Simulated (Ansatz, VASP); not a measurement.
## Sr in VASP and in Ansatz

```
Sr
1.0
     4.33411    0.00000    0.00000
     0.00000    4.33411    0.00000
     0.00000    0.00000   18.00000
Sr
3
Direct
  0.00000 0.00000 0.58385
  0.00000 0.00000 0.41615
  0.50000 0.50000 0.50000
```

Alike in both runs: task single point; functional PBE; k mesh 4 × 4 × 1; occupations gaussian, width 0.1 eV; no spin polarisation.

|  | VASP | Ansatz |
| --- | --- | --- |
| version | VASP 6.6.1 | Ansatz 0.2.0 |
| potentials or method | VASP PAW PBE potentials, release 64 (Sr_sv), cutoff 520 eV | scalar-relativistic, plane waves, PAW |
| valence electrons in the cell | 30 | 30 |

```tsv
	VASP	Ansatz	Ansatz less VASP
gap on the k mesh at the Fermi level (eV)	none	none	-
rms of the force components (eV/Å)	1.314	1.298	-0.0156
```

Atom by atom the forces differ by 0.016 eV/Å (rms over components). A gap of «none» marks a metal or a gap that the smearing closes. Ansatz's warnings: slab cell height set.

The k mesh is coarse, so the values compare programs but aren't converged.
